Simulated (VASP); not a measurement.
MoPd: single point with LDA

Crystal: MoPd.

```
Mo Pd
1.0
     4.91339    0.00000    0.00000
     4.12956    2.66235    0.00000
     4.12956    1.21579    2.36854
Mo Pd
1 1
Direct
  0.00000 0.00000 0.00000
  0.50000 0.50000 0.50000
```

```json
{
 "Program": "VASP 6.6.1",
 "Task": "single point",
 "Functional": "LDA",
 "Potentials or basis": "VASP PAW LDA potentials, release 64 (Mo_sv, Pd)",
 "Cutoff": "520 eV",
 "k mesh": "11 × 11 × 11",
 "Occupations": "fermi-dirac, width 0.05 eV",
 "Spin": "no spin polarisation",
 "Dipole correction": "no",
 "Further INCAR settings": "ALGO = Normal; EDIFF = 1e-06; NBANDS = 19"
}
```

| Property | Result |
| --- | --- |
| Pressure | -14.3 GPa |
| Band gap on the k mesh | zero (band 12 reaches 12.31 eV, above the bottom of band 13 at 9.96 eV) |

Stress tensor (GPa, compression positive):
```
-14.34  -0.04  -0.02
 -0.04 -14.23  -0.01
 -0.02  -0.01 -14.22
```

Levels at points of the mesh, in eV from the Fermi level:
| k point | band 9 | band 10 | band 11 | band 12 | band 13 | band 14 | band 15 | band 16 |
| --- | --- | --- | --- | --- | --- | --- | --- | --- |
| (0.00, 0.00, 0.00) | -2.58 | -2.35 | -2.35 | -0.10 | -0.10 | 0.55 | 2.51 | 2.51 |

Run time: 6.5 min on 1 thread of Intel Xeon 8259CL, with other jobs on the host, peak memory 0.27 GiB.
